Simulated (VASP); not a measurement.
# As (Cmmm) in VASP: single point with PBE

Aim: the single point of As with PBE.

All numbers are computed with VASP 6.6.1; they aren't measurements. Logs are shortened: lines on timing, memory, paths and dates and some standing lists are left out, and cuts for length are marked.

## 1. The cell of the first run

The structure is orthorhombic, space group Cmmm (No. 65). The conventional cell has a = 5.351 Å, b = 5.718 Å, c = 2.930 Å, α = 90.00°, β = 90.00°, γ = 90.00°. Within 3.4 Å of As (site symmetry m2m) lie 6 As at 2.40 to 3.32 Å.

The cell was generated, and may not be a known phase.

## 2. Single point, PBE

INCAR

```
SYSTEM = As
PREC = Accurate
ENCUT = 510
EDIFF = 1E-6
ISMEAR = 0
SIGMA = 0.1
LREAL = .False.
LASPH = .True.
NELM = 120
ALGO = Normal
ISIF = 2
LWAVE = .False.
LCHARG = .True.
GGA = PE
LELF = .True.
LVHAR = .True.
NBANDS = 22
GGA_COMPAT = .False.
```

KPOINTS

```
regular mesh
0
Gamma
  6 6 4
  0 0 0
```

POSCAR

```
As
1.0
    2.6755586664     -2.8590917475      0.0000000000
    2.6755586664      2.8590917475      0.0000000000
    0.0000000000      0.0000000000      2.9302897636
As
2
Direct
    0.2901494883      0.7098505117      0.5000000000
    0.7098505117      0.2901494883      0.5000000000
```

Potentials or basis: VASP PAW PBE potentials, release 64 (As_d).

On the command line:

```sh
$ cat potpaw_PBE.64/As_d/POTCAR > POTCAR
$ mpirun -np 1 vasp_std > vasp.out
```

OUTCAR:

```text
SYSTEM = As
   PREC = Accurate
   ENCUT = 510
   EDIFF = 1E-6
   ISMEAR = 0
   LREAL = .False.
   LASPH = .True.
   NELM = 120
   ISIF = 2
   GGA = PE

 ion  position               nearest neighbor table
   1  0.290  0.710  0.500-   2 2.40   2 2.71   2 2.71
   2  0.710  0.290  0.500-   1 2.40   1 2.71   1 2.71

  LATTYP: Found a base centered orthorhombic cell.
 ALAT       =     5.3511173328
 B/A-ratio  =     1.0685961715
 C/A-ratio  =     0.5476033474

  Lattice vectors:

 A1 = (   2.6755586664,  -2.8590917475,   0.0000000000)
 A2 = (   2.6755586664,   2.8590917475,   0.0000000000)
 A3 = (   0.0000000000,   0.0000000000,   2.9302897636)

Analysis of symmetry for initial positions (statically):
=====================================================================
 Subroutine PRICEL returns:
 Original cell was already a primitive cell.

 Routine SETGRP: Setting up the symmetry group for a
 base centered orthorhombic supercell.

 Subroutine GETGRP returns: Found  8 space group operations
 (whereof  8 operations were pure point group operations)
 out of a pool of  8 trial point group operations.

The static configuration has the point symmetry D_2h.

Analysis of symmetry for dynamics (positions and initial velocities):
=====================================================================
 Subroutine PRICEL returns:
 Original cell was already a primitive cell.

 Routine SETGRP: Setting up the symmetry group for a
 base centered orthorhombic supercell.

 Subroutine GETGRP returns: Found  8 space group operations
 (whereof  8 operations were pure point group operations)
 out of a pool of  8 trial point group operations.

The dynamic configuration has the point symmetry D_2h.

 Subroutine INISYM returns: Found  8 space group operations
 (whereof  8 operations are pure point group operations),
 and found     1 'primitive' translations

----------------------------------------------------------------------------------------

                                     Primitive cell

  volume of cell :      44.8315

  direct lattice vectors                    reciprocal lattice vectors
     2.675558666 -2.859091747  0.000000000     0.186876859 -0.174880712  0.000000000
     2.675558666  2.859091747  0.000000000     0.186876859  0.174880712  0.000000000
     0.000000000  0.000000000  2.930289764     0.000000000  0.000000000  0.341263179

  length of vectors
     3.915740006  3.915740006  2.930289764     0.255941837  0.255941837  0.341263179

  position of ions in fractional coordinates (direct lattice)
     0.290149488  0.709850512  0.500000000
     0.709850512  0.290149488  0.500000000

  ion indices of the primitive-cell ions
   primitive index   ion index
                 1           1
                 2           2

----------------------------------------------------------------------------------------

 KPOINTS: regular mesh

Automatic generation of k-mesh.
 Grid dimensions read from file:
 generate k-points for:    6    6    4

 Generating k-lattice:

  Cartesian coordinates                     Fractional coordinates (reciprocal lattice)
     0.031146143 -0.029146785  0.000000000     0.166666667  0.000000000  0.000000000
     0.031146143  0.029146785  0.000000000     0.000000000  0.166666667  0.000000000
     0.000000000  0.000000000  0.085315795     0.000000000  0.000000000  0.250000000

  Length of vectors
     0.042656973  0.042656973  0.085315795

  Shift w.r.t. Gamma in fractional coordinates (k-lattice)
     0.000000000  0.000000000  0.000000000

 Subroutine IBZKPT returns following result:
 ===========================================

 Found     39 irreducible k-points:

 Following reciprocal coordinates:
            Coordinates               Weight
  0.000000  0.000000  0.000000      1.000000
  0.166667  0.000000  0.000000      4.000000
  0.333333  0.000000  0.000000      4.000000
  0.500000  0.000000  0.000000      2.000000
  0.166667  0.166667  0.000000      2.000000
  0.333333  0.166667  0.000000      4.000000
[... 16 lines left out ...]
  0.333333  0.333333  0.250000      4.000000
  0.500000  0.333333  0.250000      8.000000
 [... further k-points ...]
   k-points           NKPTS =     39   k-points in BZ     NKDIM =     39   number of bands    NBANDS=     22
   number of dos      NEDOS =    301   number of ions     NIONS =      2
   total plane-waves  NPLWV =  21600
   dimension x,y,z NGX =    30 NGY =   30 NGZ =   24
   dimension x,y,z NGXF=    60 NGYF=   60 NGZF=   48
   ions per type =               2
   NGX,Y,Z   is equivalent  to a cutoff of  12.74, 12.74, 13.62 a.u.
   NGXF,Y,Z  is equivalent  to a cutoff of  25.47, 25.47, 27.23 a.u.
 SYSTEM =  As
   PREC   = accura    normal or accurate (medium, high low for compatibility)
   ISTART =      0    job   : 0-new  1-cont  2-samecut
   ICHARG =      2    charge: 1-file 2-atom 10-const
   ISPIN  =      1    spin polarized calculation?
   LNONCOLLINEAR =      F non collinear calculations
   LSORBIT =      F    spin-orbit coupling
   LASPH  =      T    aspherical Exc in radial PAW
   ENCUT  =  510.0 eV  37.48 Ry    6.12 a.u.   7.21  7.21  5.40*2*pi/ulx,y,z
   NELM   =    120;   NELMIN=  2; NELMDL= -5     # of ELM steps
   EDIFF  = 0.1E-05   stopping-criterion for ELM
   LREAL  =      F    real-space projection
   EDIFFG = 0.1E-04   stopping-criterion for IOM
   NSW    =      0    number of steps for IOM
   IBRION =     -1    ionic relax: 0-MD 1-quasi-New 2-CG
   NFREE  =      0    steps in history (QN), initial steepest desc. (CG)
   ISIF   =      2    stress and relaxation
   ISYM   =      2    0-nonsym 1-usesym 2-fastsym
   POTIM  = 0.5000    time-step for ionic-motion
   TEBEG  =    0.0;   TEEND  =   0.0 temperature during run
   PSTRESS=    0.0 pullay stress
   NELECT =      30.0000    total number of electrons
   NUPDOWN=      -1.0000    fix difference up-down
   EMIN   =  10.00;   EMAX   =-10.00  energy-range for DOS
   EFERMI =   0.00;   METHOD = LEGACY
   ISMEAR =     0;   SIGMA  =   0.10  broadening in eV -4-tet -1-fermi 0-gaus
   EFERMI_NEDOS =   21; number of points for ismear=-14 and -15
   IALGO  =     38    algorithm
   IMIX   =      4    mixing-type and parameters
     AMIX     =   0.40;   BMIX     =  1.00
     AMIX_MAG =   1.60;   BMIX_MAG =  1.00
  volume/ion in A,a.u.               =      22.42       151.27
  Fermi-wavevector in a.u.,A,eV,Ry     =   1.431927  2.705950 27.897588  2.050415
  Thomas-Fermi vector in A             =   2.551610
   LORBIT       =      0    0 simple, 1 ext, 2 COOP (PROOUT), +10 PAW based schemes
   GGA     = PE    functional components
   LHFCALC =     F    Hartree Fock is set to
   AEXX    =    0.0000 exact exchange contribution
   IVDW    =     0    specifies the selected vdW correction
   LEPSILON=     F    determine dielectric tensor
   LRPA    =     F    only Hartree local field effects (RPA)
 non-spin polarized calculation
 Gauss-broadening in eV      SIGMA  =   0.10
  energy-cutoff  :      510.00
  volume of cell :       44.83
 maximum number of plane-waves:      1192
 NGX is ok and might be reduce to    30
   NGX = 15   NGY = 15   NGZ = 11

 number of electron      29.9999978 magnetization

 Free energy of the ion-electron system (eV)
  ---------------------------------------------------
  ext. energy  EPLUGINS =         0.00000000
  ---------------------------------------------------
  free energy    TOTEN  =        -9.06892983 eV

  energy without entropy =       -9.06259553  energy(sigma->0) =       -9.06576268

 E-fermi :   3.1520     XC(G=0): -10.4562

 val. band max:        2.8746497907   @ k =   0.5000   0.5000   0.2500
 cond. band min:       3.1664517287   @ k =   0.5000   0.3333   0.2500
 fundamental gap:      0.2918019380
 Fermi energy:         3.1520078223

 k-point     1 :       0.0000    0.0000    0.0000
  band No.  band energies     occupation
      1     -32.8793      2.00000
      2     -32.8499      2.00000
      3     -32.8214      2.00000
      4     -32.8054      2.00000
      5     -32.7964      2.00000
      6     -32.7914      2.00000
[... 14 lines left out ...]
     21      11.4241      0.00000
     22      13.6566      0.00000

 k-point     2 :       0.1667    0.0000    0.0000
  band No.  band energies     occupation
      1     -32.8751      2.00000
      2     -32.8477      2.00000
      3     -32.8175      2.00000
      4     -32.8041      2.00000
      5     -32.7965      2.00000
      6     -32.7950      2.00000
[... 14 lines left out ...]
     21      13.0421      0.00000
     22      15.6481      0.00000

 k-point     3 :       0.3333    0.0000    0.0000
  band No.  band energies     occupation
      1     -32.8660      2.00000
      2     -32.8404      2.00000
      3     -32.8122      2.00000
      4     -32.8033      2.00000
      5     -32.8009      2.00000
      6     -32.7967      2.00000
[... 14 lines left out ...]
     21      14.6556      0.00000
     22      16.2441      0.00000

 k-point     4 :       0.5000    0.0000    0.0000
  band No.  band energies     occupation
      1     -32.8614      2.00000
      2     -32.8262      2.00000
      3     -32.8254      2.00000
      4     -32.8023      2.00000
      5     -32.7978      2.00000
      6     -32.7973      2.00000
[... 14 lines left out ...]
     21      13.6044      0.00000
     22      14.5599      0.00000

 k-point     5 :       0.1667    0.1667    0.0000
  band No.  band energies     occupation
      1     -32.8720      2.00000
      2     -32.8420      2.00000
      3     -32.8110      2.00000
      4     -32.8053      2.00000
      5     -32.7992      2.00000
      6     -32.7976      2.00000
[... 417 lines left out ...]
 k-point    22 :      -0.1667    0.1667    0.2500
  band No.  band energies     occupation
      1     -32.8708      2.00000
      2     -32.8293      2.00000
      3     -32.8156      2.00000
      4     -32.8138      2.00000
      5     -32.8030      2.00000
      6     -32.7889      2.00000
[... 14 lines left out ...]
     21      14.0157      0.00000
     22      14.4014      0.00000

 k-point    23 :       0.3333    0.3333    0.2500
  band No.  band energies     occupation
      1     -32.8572      2.00000
      2     -32.8214      2.00000
      3     -32.8117      2.00000
      4     -32.8108      2.00000
      5     -32.8045      2.00000
      6     -32.7922      2.00000
[... 14 lines left out ...]
     21      12.5175      0.00000
     22      15.8052      0.00000

 k-point    24 :       0.5000    0.3333    0.2500
  band No.  band energies     occupation
      1     -32.8547      2.00000
      2     -32.8321      2.00000
      3     -32.8158      2.00000
      4     -32.8050      2.00000
      5     -32.8041      2.00000
      6     -32.7875      2.00000
[... 14 lines left out ...]
     21      15.0704      0.00000
     22      15.9794      0.00000

 [... further k-points ...]
[... 5 lines left out ...]
  --------------------------------------------------------------------------------------
  -------------------------------------------------------------------------------------
  Total        0.0713470     -0.0102555      0.0289379     -0.0000000      0.0000000      0.0000000
  in kB        2.5497838     -0.3665079      1.0341766     -0.0000000      0.0000000      0.0000000
  external PRESSURE =       1.0724842 kB  Pullay stress =       0.0000000 kB

 VOLUME and BASIS-vectors are now :
 -----------------------------------------------------------------------------
  energy-cutoff  :      510.00
  volume of cell :       44.83
      direct lattice vectors                 reciprocal lattice vectors
     2.675558666 -2.859091747  0.000000000     0.186876859 -0.174880712  0.000000000
     2.675558666  2.859091747  0.000000000     0.186876859  0.174880712  0.000000000
     0.000000000  0.000000000  2.930289764     0.000000000  0.000000000  0.341263179

 POSITION                                       TOTAL-FORCE (eV/Angst)
 -----------------------------------------------------------------------------------
      2.67556      1.19996      1.46514         0.000000     -0.013503      0.000000
      2.67556     -1.19996      1.46514         0.000000      0.013503     -0.000000
 -----------------------------------------------------------------------------------
    total drift:                                0.000000      0.000000      0.000000

  FREE ENERGIE OF THE ION-ELECTRON SYSTEM (eV)
  ---------------------------------------------------
  free  energy   TOTEN  =        -9.0689298327 eV

  energy  without entropy=       -9.0625955302  energy(sigma->0) =       -9.06576268
```

Wall time 20 s (1 thread of AMD EPYC 7R13 (Zen 3), shared host); peak memory 0.14 GiB.

Results:

```yaml
Free_energy: -9.0689 eV
Pressure: 0.1 GPa
Largest_force: 0.014 eV/Å
Band_gap_on_the_k_mesh: zero (bands 15 and 16 overlap by 7.77 eV)
```

Forces on the atoms (eV/Å):
```
As   0.000 -0.014  0.000
As   0.000  0.014  0.000
```

Levels at points of the mesh, in eV from the Fermi level:
```
           k point  band 13  band 14  band 15  band 16  band 17  band 18
(0.00, 0.00, 0.00)    -3.88    -3.71     1.35     2.14     3.84     6.70
(0.50, 0.00, 0.00)    -2.98    -1.49     0.30     0.66     3.29     4.86
(0.50, 0.50, 0.00)    -6.27    -5.54     4.25     4.44     6.38     6.77
(0.00, 0.00, 0.50)    -5.61    -2.21    -2.06    -0.92     3.40     5.50
(0.50, 0.00, 0.50)    -4.84    -3.37    -1.39     0.50     2.27     2.71
(0.50, 0.50, 0.50)    -4.43    -3.66    -3.60    -3.52     2.96     3.16
```

Caveat: the k points lie up to 0.54 Å⁻¹ apart, too coarse for converged energies and pressures of a metal.

The gap in the log of VASP goes by the Fermi energy; the results here count the filled bands.